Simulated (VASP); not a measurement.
# Rb (Im-3m) in VASP: a series of runs, part 2 of 2

VASP 6.6.1. Earlier steps stand in the parts before.

## Step 5: Single point, PBEsol, non-collinear spin, zero start, spin-orbit coupling

Contents of INCAR:

```
SYSTEM = Rb
ALGO = Normal
EDIFF = 1E-6
ENCUT = 520
GGA = PS
GGA_COMPAT = .FALSE.
ISIF = 2
ISMEAR = -1
LASPH = .TRUE.
LCHARG = .FALSE.
LORBIT = 11
LORBMOM = .TRUE.
LREAL = .FALSE.
LSORBIT = .TRUE.
LWAVE = .FALSE.
MAGMOM = 0 0 0
NBANDS = 20
NELM = 150
PREC = Accurate
SIGMA = 0.05
```

Contents of KPOINTS:

```
k-points
0
G
  5 5 5
  0 0 0
```

Contents of POSCAR:

```
Rb
1.0
   -2.8025000000      2.8025000000      2.8025000000
    2.8025000000     -2.8025000000      2.8025000000
    2.8025000000      2.8025000000     -2.8025000000
Rb
1
Direct
    0.0000000000      0.0000000000      0.0000000000
```

Potentials or basis: VASP PAW PBE potentials, release 64 (Rb_sv).

On the command line:

```bash
$ cat potpaw_PBE.64/Rb_sv/POTCAR > POTCAR
$ mpirun -np 1 vasp_ncl > vasp.out
```

OUTCAR:

```text
SYSTEM = Rb
   EDIFF = 1E-6
   ENCUT = 520
   GGA = PS
   ISIF = 2
   ISMEAR = -1
   LASPH = .TRUE.
   LORBIT = 11
   LREAL = .FALSE.
   LSORBIT = .TRUE.
   NELM = 150
   PREC = Accurate

 ion  position               nearest neighbor table
   1  0.000  0.000  0.000-

  LATTYP: Found a body centered cubic cell.
 ALAT       =     5.6050000000

  Lattice vectors:

 A1 = (  -2.8025000000,   2.8025000000,   2.8025000000)
 A2 = (   2.8025000000,  -2.8025000000,   2.8025000000)
 A3 = (   2.8025000000,   2.8025000000,  -2.8025000000)

Analysis of symmetry for initial positions (statically):
=====================================================================
 Subroutine PRICEL returns:
 Original cell was already a primitive cell.
[... 458 lines left out ...]
 ----------------------------------------
            0.000  -0.000  -0.000

 Spin-Orbit-Coupling matrix elements

 Ion:    1  E_soc:     -0.0531750
 l=   1
     0.0000000    -0.0088624    -0.0088624
    -0.0088624     0.0000000    -0.0088624
    -0.0088624    -0.0088624     0.0000000
 l=   2
     0.0000000    -0.0000000     0.0000000    -0.0000000    -0.0000001
    -0.0000000     0.0000000    -0.0000001    -0.0000000    -0.0000000
     0.0000000    -0.0000001     0.0000000    -0.0000001     0.0000000
    -0.0000000    -0.0000000    -0.0000001     0.0000000    -0.0000000
    -0.0000001    -0.0000000     0.0000000    -0.0000000     0.0000000
 l=   3
     0.0000000     0.0000000     0.0000000     0.0000000     0.0000000     0.0000000     0.0000000
     0.0000000     0.0000000     0.0000000     0.0000000     0.0000000     0.0000000     0.0000000
     0.0000000     0.0000000     0.0000000     0.0000000     0.0000000     0.0000000     0.0000000
     0.0000000     0.0000000     0.0000000     0.0000000     0.0000000     0.0000000     0.0000000
     0.0000000     0.0000000     0.0000000     0.0000000     0.0000000     0.0000000     0.0000000
     0.0000000     0.0000000     0.0000000     0.0000000     0.0000000     0.0000000     0.0000000
     0.0000000     0.0000000     0.0000000     0.0000000     0.0000000     0.0000000     0.0000000

 total charge

# of ion       s       p       d       tot
------------------------------------------
    1        1.963   5.322   0.006   7.291

 magnetization (x)

# of ion       s       p       d       tot
------------------------------------------
    1        0.000  -0.000   0.000   0.000

 magnetization (y)

# of ion       s       p       d       tot
------------------------------------------
    1        0.000  -0.000  -0.000  -0.000

 magnetization (z)

# of ion       s       p       d       tot
------------------------------------------
    1        0.000  -0.000   0.000  -0.000
```

OSZICAR:

```text
N       E                     dE             d eps       ncg     rms          rms(c)
DAV:   1     0.521225924134E+02    0.52123E+02   -0.33032E+03   400   0.706E+02
DAV:   2     0.385219582082E+01   -0.48270E+02   -0.46414E+02   512   0.148E+02
DAV:   3    -0.887566943758E+00   -0.47398E+01   -0.47203E+01   600   0.422E+01
DAV:   4    -0.105778288449E+01   -0.17022E+00   -0.16967E+00   580   0.687E+00
DAV:   5    -0.106002950058E+01   -0.22466E-02   -0.22464E-02   516   0.666E-01    0.186E+00
DAV:   6    -0.105946521395E+01    0.56429E-03   -0.23384E-03   552   0.297E-01    0.112E+00
DAV:   7    -0.105948583279E+01   -0.20619E-04   -0.54828E-04   564   0.143E-01    0.657E-01
DAV:   8    -0.105969050905E+01   -0.20468E-03   -0.11394E-03   484   0.217E-01    0.396E-02
DAV:   9    -0.105973904899E+01   -0.48540E-04   -0.62174E-05   484   0.554E-02    0.178E-02
DAV:  10    -0.105974767098E+01   -0.86220E-05   -0.12305E-05   512   0.264E-02    0.481E-03
DAV:  11    -0.105974742656E+01    0.24442E-06   -0.79446E-07   384   0.599E-03
   1 F= -.10597474E+01 E0= -.10537435E+01  d E =-.120079E-01  mag=     0.0000     0.0000     0.0000
```

stdout:

```text
POSCAR found type information on POSCAR Rb
 POSCAR found :  1 types and       1 ions
 scaLAPACK will be used
 -----------------------------------------------------------------------------
|                                                                             |
|                                                                             |
|     You enforced a specific xc type in the INCAR file but a different       |
|     I HOPE YOU KNOW WHAT YOU ARE DOING!                                     |
|                                                                             |
 -----------------------------------------------------------------------------

 LDA part: xc-table for (Slater+PW92), standard interpolation
 POSCAR, INCAR and KPOINTS ok, starting setup
 FFT: planning ... GRIDC
 FFT: planning ... GRID_SOFT
 FFT: planning ... GRID
 WAVECAR not read
 entering main loop
```

Wall time 26 s (1 thread of AMD EPYC 9R45 (Zen 5), shared host); peak memory 0.35 GiB.

Results:

```
Free energy                                           : -1.0597 eV
Pressure                                              : -0.1 GPa
Net moment                                            : 0.00 μB per cell
Valence electrons inside the program's atomic spheres : Rb 7.29
```

Moments on the atoms (μB; x, y, z):
```
Rb  0.00 0.00 0.00
```

Caveat: the PAW data sets were made with another functional, which shifts forces and pressure a little.

## Step 6: Single point, PBEsol (volume scaled by 0.94)

Contents of INCAR:

```
  ALGO = Normal
  EDIFF = 1E-7
  ENCUT = 520
  GGA = PS
  ISIF = 2
  ISMEAR = -1
  LASPH = T
  LCHARG = T
  LELF = T
  LREAL = F
  LVHAR = T
  LWAVE = F
  NBANDS = 10
  NELM = 60
  PREC = Accurate
  SIGMA = 0.05
```

Contents of KPOINTS:

```
k-points
0
Gamma
  7 7 7
```

Contents of POSCAR:

```
Rb
1.0
   -2.7452900697      2.7452900697      2.7452900697
    2.7452900697     -2.7452900697      2.7452900697
    2.7452900697      2.7452900697     -2.7452900697
Rb
1
Direct
    0.0000000000      0.0000000000      0.0000000000
```

Potentials or basis: VASP PAW PBE potentials, release 64 (Rb_sv).

On the command line:

```bash
$ cat potpaw_PBE.64/Rb_sv/POTCAR > POTCAR
$ mpirun -np 1 vasp_std > vasp.out
```

OUTCAR:

```text
EDIFF = 1E-7
   ENCUT = 520
   GGA = PS
   ISIF = 2
   ISMEAR = -1
   LASPH = T
   LREAL = F
   NELM = 60
   PREC = Accurate

 ion  position               nearest neighbor table
   1  0.000  0.000  0.000-

  LATTYP: Found a body centered cubic cell.
 ALAT       =     5.4905801394

  Lattice vectors:

 A1 = (  -2.7452900697,   2.7452900697,   2.7452900697)
 A2 = (   2.7452900697,  -2.7452900697,   2.7452900697)
[... 431 lines left out ...]
      8       3.5707      0.00000
      9       3.5707      0.00000
     10       6.0587      0.00000

------------------------ aborting loop because EDIFF is reached ----------------------------------------

  FORCE on cell =-STRESS in cart. coord.  units (eV):
  Direction    XX          YY          ZZ          XY          YZ          ZX
  --------------------------------------------------------------------------------------
  -------------------------------------------------------------------------------------
  Total        0.0652405      0.0652405      0.0652405      0.0000000     -0.0000000      0.0000000
  in kB        1.2629991      1.2629991      1.2629991      0.0000000     -0.0000000      0.0000000
  external PRESSURE =       1.2629991 kB  Pullay stress =       0.0000000 kB

 VOLUME and BASIS-vectors are now :
 -----------------------------------------------------------------------------
  energy-cutoff  :      520.00
  volume of cell :       82.76
      direct lattice vectors                 reciprocal lattice vectors
    -2.745290070  2.745290070  2.745290070     0.000000000  0.182130116  0.182130116
     2.745290070 -2.745290070  2.745290070     0.182130116  0.000000000  0.182130116
     2.745290070  2.745290070 -2.745290070     0.182130116  0.182130116  0.000000000

 POSITION                                       TOTAL-FORCE (eV/Angst)
 -----------------------------------------------------------------------------------
      0.00000      0.00000      0.00000         0.000000      0.000000      0.000000
 -----------------------------------------------------------------------------------
    total drift:                               -0.000000      0.000000      0.000000

  FREE ENERGIE OF THE ION-ELECTRON SYSTEM (eV)
  ---------------------------------------------------
  free  energy   TOTEN  =        -1.0294037104 eV

  energy  without entropy=       -1.0216606271  energy(sigma->0) =       -1.02553217
```

OSZICAR:

```text
N       E                     dE             d eps       ncg     rms          rms(c)
DAV:   1     0.405903859697E+02    0.40590E+02   -0.33745E+03   400   0.659E+02
DAV:   2     0.140482029410E+01   -0.39186E+02   -0.38243E+02   440   0.124E+02
DAV:   3    -0.921402639210E+00   -0.23262E+01   -0.23209E+01   524   0.311E+01
DAV:   4    -0.102891249014E+01   -0.10751E+00   -0.10738E+00   566   0.578E+00
DAV:   5    -0.103013148312E+01   -0.12190E-02   -0.12190E-02   500   0.645E-01    0.126E+00
DAV:   6    -0.102926171336E+01    0.86977E-03   -0.26860E-03   536   0.283E-01    0.771E-01
DAV:   7    -0.102932499427E+01   -0.63281E-04   -0.41025E-03   552   0.358E-01    0.647E-02
DAV:   8    -0.102939530506E+01   -0.70311E-04   -0.14894E-04   452   0.104E-01    0.210E-02
DAV:   9    -0.102940386841E+01   -0.85634E-05   -0.14657E-05   578   0.268E-02    0.557E-03
DAV:  10    -0.102940369063E+01    0.17778E-06   -0.42614E-06   506   0.118E-02    0.932E-04
DAV:  11    -0.102940371037E+01   -0.19739E-07   -0.19548E-07   484   0.241E-03
   1 F= -.10294037E+01 E0= -.10255322E+01  d E =-.774308E-02
```

stdout:

```text
POSCAR found type information on POSCAR Rb
 POSCAR found :  1 types and       1 ions
 scaLAPACK will be used
 -----------------------------------------------------------------------------
|                                                                             |
|                                                                             |
|     You enforced a specific xc type in the INCAR file but a different       |
|     I HOPE YOU KNOW WHAT YOU ARE DOING!                                     |
|                                                                             |
 -----------------------------------------------------------------------------

 LDA part: xc-table for (Slater+PW92), standard interpolation
 POSCAR, INCAR and KPOINTS ok, starting setup
 FFT: planning ... GRIDC
 FFT: planning ... GRID_SOFT
 FFT: planning ... GRID
 WAVECAR not read
 entering main loop
```

It took 5.6 s on 1 thread of Intel Xeon 6975P-C (Granite Rapids), shared host; peak memory 0.19 GiB.

What came out:

```yaml
Free_energy: -1.0294 eV
Pressure: 0.1 GPa
```

Caveat: the PAW data sets were made with another functional, which shifts forces and pressure a little.

## Step 7: The runs side by side

```csv
level,spin,cell,k mesh,smearing,gap on the mesh (eV),pressure (GPa)
PBE,off,"a = 4.854 Å, angles 109.5°, 1 atom",5 × 5 × 5,fermi-dirac 0.03 eV,none,0.1
PBEsol,off,"a = 4.854 Å, angles 109.5°, 1 atom",5 × 5 × 5,fermi-dirac 0.05 eV,none,-0.1
PBEsol,off,"a = 4.854 Å, angles 109.5°, 1 atom",7 × 7 × 7,fermi-dirac 0.05 eV,none,-0.1
PBEsol,"non-collinear, zero start, SOC","a = 4.854 Å, angles 109.5°, 1 atom",5 × 5 × 5,fermi-dirac 0.05 eV,-,-0.1
PBEsol,off,"a = 4.755 Å, angles 109.5°, 1 atom",7 × 7 × 7,fermi-dirac 0.05 eV,none,0.1
```

Alike in all rows: task single point; potentials or basis VASP PAW PBE potentials, release 64 (Rb_sv); cutoff (eV) 520.

Every run on the cell as given and a fine mesh finds a metal.

Caveats: the PAW data sets were made with another functional, which shifts forces and pressure a little (some runs).

Total energies depend on the potentials used, so only differences within one code and one set of settings carry meaning.
